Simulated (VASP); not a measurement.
A run of VASP 6.6.1 is set up as follows.

The input INCAR:

```
PREC = Accurate
ENCUT = 520
EDIFF = 1E-6
ISMEAR = -1
SIGMA = 0.05
LREAL = False
LASPH = True
NELM = 80
ALGO = Normal
ISIF = 2
LWAVE = False
LCHARG = False
GGA = RE
NBANDS = 16
```

File KPOINTS:

```
regular mesh
0
Gamma
  7 7 7
```

The input POSCAR:

```
HgTe
1.0
    0.0000000000      3.2357886999      3.2357886999
    3.2357886999      0.0000000000      3.2357886999
    3.2357886999      3.2357886999      0.0000000000
Hg Te
1 1
Direct
    0.0000000000      0.0000000000      0.0000000000
    0.7500000000      0.7500000000      0.7500000000
```

Potentials or basis: VASP PAW PBE potentials, release 64 (Hg, Te).

Launch:

```bash
$ cat potpaw_PBE.64/Hg/POTCAR potpaw_PBE.64/Te/POTCAR > POTCAR
$ mpirun -np 1 vasp_std > vasp.out
```

(1) What does it give for the pressure?

(2) What does it give for the band gap on the k mesh?

## Answers

(1) 4.8 GPa.

(2) zero (filled and empty bands touch).

Caveat: the PAW data sets were made with another functional, which shifts forces and pressure a little; spin-orbit coupling is left out, which moves the levels of the heavy elements.
